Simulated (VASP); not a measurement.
Set up this calculation in VASP 6.6.1, as the native input.

```
Task                   : single point
Functional             : PBE
Potentials or basis    : VASP PAW PBE potentials, release 64 (Si, O)
Cutoff                 : 600 eV
k mesh                 : 6 × 6 × 6
Occupations            : gaussian, width 0.2 eV
Spin                   : no spin polarisation
Dipole correction      : no
Further INCAR settings : ALGO = Normal; EDIFF = 1e-06; NBANDS = 19
```

The structure of SiO3 lies in POSCAR:

```
SiO3
1.0
    0.0000000000      2.5039489527      2.5039489527
    2.5039489527      0.0000000000      2.5039489527
    2.5039489527      2.5039489527      0.0000000000
Si O
1 3
Direct
    0.0000000000      0.0000000000      0.0000000000
    0.5000000000      0.5000000000      0.5000000000
    0.2500000000      0.2500000000      0.2500000000
    0.7500000000      0.7500000000      0.7500000000
```

One way to write it, as run:

INCAR

```
  PREC = Accurate
  ENCUT = 600
  EDIFF = 1E-6
  ISMEAR = 0
  SIGMA = 0.2
  LREAL = F
  LASPH = T
  NELM = 120
  ALGO = Normal
  ISIF = 2
  LWAVE = F
  LCHARG = T
  GGA = PE
  LELF = T
  LVHAR = T
  NBANDS = 19
  GGA_COMPAT = F
```

KPOINTS

```
regular mesh
0
Gamma
  6 6 6
```

Potentials or basis: VASP PAW PBE potentials, release 64 (Si, O).

The run is started by

```console
$ cat potpaw_PBE.64/Si/POTCAR potpaw_PBE.64/O/POTCAR > POTCAR
$ mpirun -np 1 vasp_std > vasp.out
```

It gave:

```
Pressure               : -0.2 GPa
Band gap on the k mesh : zero (band 11 reaches 7.94 eV, above the bottom of band 12 at 5.76 eV)
```

Caveat: the k points lie up to 0.36 Å⁻¹ apart.

Wall time 6.4 s on 1 thread of Intel(R) Xeon(R) 6975P-C (Granite Rapids), with other jobs on the host, peak memory 0.14 GiB.
